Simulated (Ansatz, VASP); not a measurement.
One calculation of MgO, two programs

```
CELL_PARAMETERS angstrom
3.46515 0.00000 0.00000
-1.73258 3.00091 0.00000
0.00000 0.00000 4.30788
ATOMIC_POSITIONS crystal
Mg 0.66667 0.33333 0.75000
Mg 0.33333 0.66667 0.25000
O 0.66667 0.33333 0.25000
O 0.33333 0.66667 0.75000
```

Alike in both runs: task single point; functional PBE; k mesh 9 × 9 × 6; occupations gaussian, width 0.05 eV; no spin polarisation.

|  | VASP | Ansatz |
| --- | --- | --- |
| version | VASP 6.6.1 | Ansatz 0.2.0 |
| potentials or method | VASP PAW PBE potentials, release 64 (Mg, O), cutoff 520 eV | scalar-relativistic, plane waves, PAW |
| valence electrons in the cell | 16 | 32 |

Ansatz gave:

- gap on the k mesh at the Fermi level (eV): 3.32
- least direct gap on the mesh (eV): 3.32
- pressure (GPa): 2.2
- traceless stress, the component that is largest in VASP (GPa): -3.31

Question: Which values does VASP return?

Answer: gap on the k mesh at the Fermi level (eV): 3.30; least direct gap on the mesh (eV): 3.30; pressure (GPa): 1.6; traceless stress, the component that is largest in VASP (GPa): -3.45.

VASP's potentials hold 16 valence electrons a cell and Ansatz's 32, so a difference there can come from the potentials and not from the codes.
